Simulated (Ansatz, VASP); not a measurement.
**One calculation of ZnAu, two programs**

```
Zn Au
1.0
     3.27398    0.00000    0.00000
     0.00000    3.27398    0.00000
     0.00000    0.00000    3.27398
Zn Au
1 1
Direct
  0.50000 0.50000 0.50000
  0.00000 0.00000 0.00000
```

Alike in both runs: task single point; functional PBE; k mesh 14 × 14 × 14; occupations gaussian, width 0.1 eV; no spin polarisation.

```csv
,VASP,Ansatz
version,VASP 6.6.1,Ansatz 0.2.0
potentials or method,"VASP PAW PBE potentials, release 64 (Zn, Au), cutoff 520 eV","scalar-relativistic, plane waves, PAW"
valence electrons in the cell,23,31
```

|  | VASP | Ansatz | Ansatz less VASP |
| --- | --- | --- | --- |
| gap on the k mesh at the Fermi level (eV) | none | none | - |
| pressure (GPa) | -7.4 | -7.5 | -0.08 |

A gap of «none» marks a metal or a gap that the smearing closes. VASP's potentials hold 23 valence electrons a cell and Ansatz's 31, so a difference there can come from the potentials and not from the codes.

Neither program's run includes spin-orbit coupling.
